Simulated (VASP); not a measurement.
Wanted: the native input for a VASP 6.6.1 run.

| Property | Result |
| --- | --- |
| Task | single point |
| Functional | PBE |
| Potentials or basis | VASP PAW PBE potentials, release 64 (C) |
| Cutoff | 520 eV |
| k mesh | 9 × 9 × 9 |
| Occupations | gaussian, width 0.1 eV |
| Spin | no spin polarisation |
| Dipole correction | no |
| Further INCAR settings | ALGO = Normal; EDIFF = 1e-06; NBANDS = 13 |

The structure of C lies in POSCAR:

```
C
1.0
    1.3144610043      0.7589044146      6.3527075546
   -1.3144610043      0.7589044146      6.3527075546
    0.0000000000     -1.5178088294      6.3527075546
C
3
Direct
    0.0000000000      0.0000000000      0.0000000000
    0.2222200000      0.2222200000      0.2222200000
    0.7777800000      0.7777800000      0.7777800000
```

One way to write it, as run:

INCAR

```
  PREC = Accurate
  ENCUT = 520
  EDIFF = 1E-6
  ISMEAR = 0
  SIGMA = 0.1
  LREAL = False
  LASPH = True
  NELM = 60
  ALGO = Normal
  ISIF = 2
  LWAVE = False
  LCHARG = True
  GGA = PE
  LELF = True
  LVHAR = True
  NBANDS = 13
```

KPOINTS

```
regular mesh
0
Gamma
  9 9 9
```

Potentials or basis: VASP PAW PBE potentials, release 64 (C).

The run is started by

```bash
$ cat potpaw_PBE.64/C/POTCAR > POTCAR
$ mpirun -np 1 vasp_std > vasp.out
```

It gave:

```yaml
Pressure: -29.5 GPa
Largest_force: 0.114 eV/Å
Band_gap_on_the_k_mesh: zero (band 6 reaches 5.45 eV, above the bottom of band 7 at 0.08 eV)
```

Run time: 90 s on 1 thread of Intel(R) Xeon(R) 6975P-C (Granite Rapids), with other jobs on the host, peak memory 0.29 GiB.
